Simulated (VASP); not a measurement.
Input of a VASP 6.6.1 run:

Contents of INCAR:

```
  ALGO = Fast
  EDIFF = 1E-6
  ENCUT = 520
  GGA = PE
  ISIF = 2
  ISMEAR = 0
  LASPH = True
  LCHARG = False
  LREAL = False
  LWAVE = False
  NBANDS = 56
  NELM = 100
  PREC = Accurate
  SIGMA = 0.15
```

The input KPOINTS:

```
k-points
0
Gamma
  8 8 8
```

The input POSCAR:

```
SiMo3
1.0
    5.0536471227      0.0000000000      0.0000000000
    0.0000000000      5.0536471227      0.0000000000
    0.0000000000      0.0000000000      4.9064535172
Si Mo
2 6
Direct
    0.0000000000      0.0000000000      0.0000000000
    0.5000000000      0.5000000000      0.5000000000
    0.2500000000      0.0000000000      0.5000000000
    0.5000000000      0.7500000000      0.0000000000
    0.7500000000      0.0000000000      0.5000000000
    0.5000000000      0.2500000000      0.0000000000
    0.0000000000      0.5000000000      0.7500000000
    0.0000000000      0.5000000000      0.2500000000
```

Potentials or basis: VASP PAW PBE potentials, release 64 (Si, Mo_sv).

The run is started by

```console
$ cat potpaw_PBE.64/Si/POTCAR potpaw_PBE.64/Mo_sv/POTCAR > POTCAR
$ mpirun -np 1 vasp_std > vasp.out
```

Problem. What does it give for the pressure?

Solution. -12.3 GPa.

Problem. Predict the band gap on the k mesh.

Solution. Zero (bands 46 and 47 overlap by 2.11 eV).

Problem. What does it give for the largest force?

Solution. 0.047 eV/Å.

Forces in eV/Å, atoms in the order of the input:
```
Si   0.000  0.000  0.000
Si   0.000  0.000  0.000
Mo  -0.047  0.000  0.000
Mo   0.000 -0.047  0.000
Mo   0.047  0.000  0.000
Mo   0.000  0.047  0.000
Mo   0.000  0.000  0.000
Mo   0.000  0.000  0.000
```

Caveat: the cell differs from its parent crystal (strain +0.0300 x Voigt [1, 1, 0, 0, 0, 0]); the stress differs along the axes, from -15 to -7 GPa.
